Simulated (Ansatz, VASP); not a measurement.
## W: VASP beside Ansatz

The input INCAR:

```
SYSTEM = W
  PREC = Accurate
  ENCUT = 500
  EDIFF = 1E-6
  ISMEAR = 0
  SIGMA = 0.15
  LREAL = .FALSE.
  LASPH = .TRUE.
  NELM = 120
  ALGO = Normal
  ISIF = 2
  LWAVE = .FALSE.
  LCHARG = .FALSE.
  GGA = PS
  NBANDS = 13
  GGA_COMPAT = .FALSE.
```

KPOINTS

```
Automatic mesh
0
G
  22 22 22
  0 0 0
```

POSCAR

```
W
1.0
    0.0000000000      2.2113960898      1.5030859222
    2.2113960898      0.0000000000      1.5030859222
    2.2113960898      2.2113960898      0.0000000000
W
1
Direct
    0.0000000000      0.0000000000      0.0000000000
```

Input for Ansatz:

```yaml
crystal:
  lattice:
    - [0.0, 2.2113960898, 1.5030859222]
    - [2.2113960898, 0.0, 1.5030859222]
    - [2.2113960898, 2.2113960898, 0.0]
  atoms:
    - { symbol: W, position: [0.0, 0.0, 0.0] }
basis:
  ecutwfc: 420
kpoints:
  mp_grid: { grid: [22, 22, 22] }
hamiltonian:
  xc: pbesol
  pseudopotentials: { kind: paw, azcp: { folder: soft_1 } }
scf:
  occupations: { method: gaussian, width: 0.15 }
output:
  forces: true
  stress: true
  eigenvalues: true
```

Alike in both runs: task single point; functional PBEsol; k mesh 22 × 22 × 22; occupations gaussian, width 0.15 eV; no spin polarisation.

|  | VASP | Ansatz |
| --- | --- | --- |
| version | VASP 6.6.1 | Ansatz 0.2.0 |
| potentials or method | VASP PAW PBE potentials, release 64 (W_sv), cutoff 500 eV | scalar-relativistic, plane waves, PAW |
| valence electrons in the cell | 14 | 14 |

```csv
,VASP,Ansatz,Ansatz less VASP
gap on the k mesh at the Fermi level (eV),none,none,-
pressure (GPa),25.4,24.4,-0.94
"traceless stress, the component that is largest in VASP (GPa)",9.94,9.93,-0.003
```

VASP's potentials were made for PBE, not for PBEsol, and Ansatz warns of the same on its side. A gap of «none» marks a metal or a gap that the smearing closes.

Spin-orbit coupling is off throughout.
